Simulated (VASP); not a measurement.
## BN: single point with PBE

BN:

```
B N
1.0
     0.00000    1.88484    1.95734
     1.88484    0.00000    1.95734
     1.88484    1.88484    0.00000
B N
1 1
Cartesian
  0.0000 0.0000 0.0000
  2.8273 2.8273 2.9360
```

This cell differs from its parent crystal: strain +0.040 along x and y, +0.080 along z.

```yaml
Program: VASP 6.6.1
Task: single point
Functional: PBE
Potentials_or_basis: VASP PAW PBE potentials, release 64 (B, N)
Cutoff: 600 eV
k_mesh: 12 × 12 × 12
Occupations: gaussian, width 0.05 eV
Spin: no spin polarisation
```

- Pressure: -43.5 GPa
- Band gap on the k mesh: 3.97 eV (least direct gap 7.69 eV)

Stress tensor (GPa, compression positive):
```
-36.60   0.00   0.00
  0.00 -36.60   0.00
  0.00   0.00 -57.28
```

Levels at points of the mesh, in eV from the valence-band top:
| k point | band 2 | band 3 | band 4 | band 5 | band 6 | band 7 |
| --- | --- | --- | --- | --- | --- | --- |
| (0.00, 0.00, 0.00) | -0.35 | 0.00 | 0.00 | 7.69 | 7.85 | 7.85 |
| (0.50, 0.00, 0.00) | -9.40 | -2.02 | -1.52 | 7.81 | 9.71 | 9.83 |
| (0.50, 0.50, 0.00) | -8.37 | -3.97 | -3.97 | 4.52 | 8.70 | 15.35 |
| (0.50, 0.00, 0.50) | -7.88 | -4.41 | -4.41 | 3.97 | 7.91 | 15.17 |

Run time: 8.9 s on 1 thread of Intel(R) Xeon(R) 6975P-C (Granite Rapids), with other jobs on the host, peak memory 0.15 GiB.

Caveat: the cell differs from its parent crystal (strain +0.040 along x and y, +0.080 along z); the cell stands under tension. A k mesh can miss the band edges.
